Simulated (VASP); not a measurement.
The system is PbS.

```
Pb S
1.0
     2.07995   -5.99130    0.00000
     2.07995    5.99130    0.00000
     0.00000    0.00000    4.27932
Pb S
2 2
Direct
  0.13056 0.86944 0.25000
  0.86944 0.13056 0.75000
  0.35480 0.64520 0.25000
  0.64520 0.35480 0.75000
```

| Quantity | Value |
| --- | --- |
| Program | VASP 6.6.1 |
| Task | relaxation of cell and atoms |
| Functional | RPBE |
| Potentials or basis | VASP PAW PBE potentials, release 64 (Pb_d, S) |
| Cutoff | 600 eV |
| k mesh | 7 × 7 × 6 |
| Occupations | fermi-dirac, width 0.05 eV |
| Spin | no spin polarisation |

At the start: pressure 2.9 GPa; volume 26.66 Å³/atom.

Task: How do energy, volume and symmetry change on relaxing?

Result: Over 27 steps the energy falls by 36.5 meV/atom and the volume is 36.35 Å³/atom (+36.3 %); space group Cmcm (No. 63, to 0.1 Å) before and after.

The path:
| step | energy change (eV) | largest force (eV/Å) | pressure (GPa) | volume (Å³) |
| --- | --- | --- | --- | --- |
| 1 | 0.0000 | 0.1345 | 2.94 | 106.65 |
| 2 | -0.0478 | 0.3531 | -0.68 | 114.39 |
| 3 | -0.0524 | 0.2572 | 0.08 | 112.51 |
| 4 | -0.0589 | 0.2166 | 0.05 | 113.11 |
| 5 | -0.0717 | 0.0871 | 0.05 | 114.89 |
| 6 | -0.0648 | 0.2191 | 0.24 | 118.53 |
| 7 | -0.0743 | 0.0743 | 0.09 | 116.11 |
| 8 | -0.0785 | 0.0577 | 0.05 | 116.57 |
| 9 | -0.0888 | 0.0130 | -0.04 | 117.93 |
| 10 | -0.1022 | 0.0738 | -0.15 | 120.64 |
| 11 | -0.1104 | 0.2050 | -0.17 | 126.00 |
| 12 | -0.1168 | 0.1367 | 0.21 | 127.52 |
| 13 | -0.1176 | 0.1016 | 0.39 | 128.21 |
| 14 | -0.1234 | 0.0985 | 0.00 | 131.60 |
| 15 | -0.1242 | 0.0958 | -0.20 | 133.59 |
| 16 | -0.1307 | 0.0928 | -0.21 | 135.81 |
| 17 | -0.1410 | 0.0651 | -0.15 | 141.45 |
| 18 | -0.1332 | 0.0663 | 0.17 | 152.52 |
| 19 | -0.1426 | 0.0696 | 0.07 | 144.79 |
| 20 | -0.1433 | 0.0924 | -0.27 | 146.68 |
| 21 | -0.1446 | 0.0460 | -0.13 | 145.83 |
| 22 | -0.1451 | 0.0361 | 0.16 | 145.13 |
| 23 | -0.1455 | 0.0155 | 0.05 | 145.40 |
| 24 | -0.1456 | 0.0159 | -0.05 | 145.82 |
| 25 | -0.1457 | 0.0159 | -0.01 | 145.68 |
| 26 | -0.1458 | 0.0135 | -0.01 | 145.60 |
| 27 | -0.1459 | 0.0059 | -0.01 | 145.38 |

Final structure:
```cif
data_structure
_symmetry_space_group_name_H-M 'P 1'
_symmetry_Int_Tables_number 1
_cell_length_a 8.1258
_cell_length_b 8.1258
_cell_length_c 4.3124
_cell_angle_alpha 90.000
_cell_angle_beta 90.000
_cell_angle_gamma 149.298
_cell_volume 145.38
loop_
_atom_site_label
_atom_site_type_symbol
_atom_site_fract_x
_atom_site_fract_y
_atom_site_fract_z
_atom_site_occupancy
Pb1 Pb 0.16065 0.83935 0.25000 1
Pb2 Pb 0.83935 0.16065 0.75000 1
S1 S 0.33319 0.66681 0.25000 1
S2 S 0.66681 0.33319 0.75000 1
```

Caveat: the volume moved by over 15 % at a fixed basis, so the end points are rough; the PAW data sets were made with another functional, which shifts forces and pressure a little.
